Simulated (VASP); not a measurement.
Crystal: TiPdO3.

```
Ti Pd O
1.0
    -2.68686    2.68686    3.81707
     2.68686   -2.68686    3.81707
     2.68686    2.68686   -3.81707
Ti Pd O
2 2 6
Direct
  0.75000 0.25000 0.50000
  0.25000 0.75000 0.50000
  0.00000 0.00000 0.00000
  0.50000 0.50000 0.00000
  0.77096 0.27096 0.04191
  0.27096 0.22904 0.50000
  0.72904 0.77096 0.50000
  0.22904 0.72904 0.95809
  0.75000 0.75000 0.00000
  0.25000 0.25000 0.00000
```

- Program: VASP 6.6.1
- Task: relaxation of cell and atoms
- Functional: PBEsol
- Potentials or basis: VASP PAW PBE potentials, release 64 (Ti_sv, Pd, O)
- Cutoff: 600 eV
- k mesh: 6 × 6 × 6
- Occupations: fermi-dirac, width 0.03 eV
- Spin: no spin polarisation

At the start: pressure 7.3 GPa; volume 11.02 Å³/atom.

**Question.** Where does the relaxation end?

**Answer.** Over 19 steps the energy falls by 479.5 meV/atom and the volume is 10.84 Å³/atom (-1.7 %); space group I4/mcm (No. 140, to 0.1 Å) before and after.

The path:
```tsv
step	energy change (eV)	largest force (eV/Å)	pressure (GPa)	volume (Å³)
1	0.0000	1.4511	7.27	110.23
2	-0.4500	1.7541	-6.85	118.40
3	-0.4649	1.7849	-9.05	119.98
4	-0.7850	1.9802	-10.40	120.58
5	-1.8531	2.1712	-14.62	122.41
6	-3.3383	0.8233	-21.31	126.12
7	-3.8895	0.3572	-18.32	122.85
8	-4.3510	0.8996	-10.92	117.23
9	-4.5144	0.6203	-8.95	115.59
10	-4.7264	0.2084	-1.61	110.75
11	-4.7264	0.1861	-1.83	110.88
12	-4.7461	0.1405	-1.31	110.34
13	-4.7833	0.0074	0.47	108.74
14	-4.7354	0.3334	4.99	105.52
15	-4.7879	0.0725	1.36	108.03
16	-4.7945	0.0714	-0.02	108.51
17	-4.7946	0.0714	-0.22	108.58
18	-4.7952	0.0419	-0.11	108.49
19	-4.7954	0.0024	0.04	108.38
```

Final structure:
```
Ti Pd O
1.0
    -2.66112    2.66112    3.82603
     2.66112   -2.66112    3.82603
     2.66112    2.66112   -3.82603
Ti Pd O
2 2 6
Direct
  0.75000 0.25000 0.50000
  0.25000 0.75000 0.50000
  0.00000 0.00000 0.00000
  0.50000 0.50000 0.00000
  0.85173 0.35173 0.20346
  0.35173 0.14827 0.50000
  0.64827 0.85173 0.50000
  0.14827 0.64827 0.79654
  0.75000 0.75000 0.00000
  0.25000 0.25000 0.00000
```

Caveat: the PAW data sets were made with another functional, which shifts forces and pressure a little.
